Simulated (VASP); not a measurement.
Input of a VASP 6.6.1 run:

Contents of INCAR:

```
  PREC = Accurate
  ENCUT = 520
  EDIFF = 1E-6
  ISMEAR = 0
  SIGMA = 0.1
  LREAL = F
  LASPH = T
  NELM = 60
  ALGO = Fast
  ISIF = 2
  LWAVE = F
  LCHARG = F
  GGA = PE
  NBANDS = 38
```

Contents of KPOINTS:

```
regular mesh
0
Gamma
  4 4 4
```

File POSCAR:

```
Cd4SbO
1.0
    0.0000000000      4.0187607000      4.0187607000
    4.0187607000      0.0000000000      4.0187607000
    4.0187607000      4.0187607000      0.0000000000
Cd Sb O
4 1 1
Direct
    0.1362836300      0.1362836300      0.1362836300
    0.1362836300      0.1362836300      0.5911491200
    0.1362836300      0.5911491200      0.1362836300
    0.5911491200      0.1362836300      0.1362836300
    0.7500000000      0.7500000000      0.7500000000
    0.2500000000      0.2500000000      0.2500000000
```

Potentials or basis: VASP PAW PBE potentials, release 64 (Cd, Sb, O).

Run with:

```sh
$ cat potpaw_PBE.64/Cd/POTCAR potpaw_PBE.64/Sb/POTCAR potpaw_PBE.64/O/POTCAR > POTCAR
$ mpirun -np 1 vasp_std > vasp.out
```

(1) Estimate the pressure.

(2) Predict the band gap on the k mesh.

Results:

(1) 84.6 GPa.

(2) zero (an odd number of electrons rules out a gap without spin polarisation).

Caveat: the cell stands under pressure; spin-orbit coupling is left out, which moves the levels of the heavy elements; forces of over 1 eV/Å act on the atoms, so gaps and moduli don't describe the material at rest.
